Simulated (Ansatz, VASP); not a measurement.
**One calculation of N, two programs**

```
CELL_PARAMETERS angstrom
5.29103 3.05478 4.74835
-5.29103 3.05478 4.74835
0.00000 -6.10955 4.74835
ATOMIC_POSITIONS crystal
N 0.55367 0.03443 0.71313
N 0.96557 0.28687 0.44633
N 0.71313 0.55367 0.03443
N 0.96132 0.96132 0.96132
N 0.53443 0.05367 0.21313
N 0.78687 0.46557 0.94633
N 0.28687 0.44633 0.96557
N 0.03868 0.03868 0.03868
N 0.46557 0.94633 0.78687
N 0.53868 0.53868 0.53868
N 0.44633 0.96557 0.28687
N 0.46132 0.46132 0.46132
N 0.03443 0.71313 0.55367
N 0.94633 0.78687 0.46557
N 0.21313 0.53443 0.05367
N 0.05367 0.21313 0.53443
```

Alike in both runs: functional PBE; k mesh 3 × 3 × 3; occupations gaussian, width 0.02 eV; no spin polarisation.

Ansatz relaxed the structure, and its values are those at the end. VASP's run is a single point on that final structure, the one shown.

|  | VASP | Ansatz |
| --- | --- | --- |
| version | VASP 6.6.1 | Ansatz 0.2.0 |
| potentials or method | VASP PAW PBE potentials, release 64 (N_h), cutoff 1330 eV | scalar-relativistic, plane waves, PAW |
| valence electrons in the cell | 80 | 80 |

|  | VASP | Ansatz | Ansatz less VASP |
| --- | --- | --- | --- |
| gap on the k mesh at the Fermi level (eV) | 7.75 | 7.74 | -0.008 |
| least direct gap on the mesh (eV) | 7.77 | 7.76 | -0.009 |
| pressure (GPa) | 0.0 | 0.0 | +0.04 |
| rms of the force components (eV/Å) | 0.028 | 0.002 | -0.0261 |

With one functional, cell and mesh, what is left measures potentials, basis and numerics.
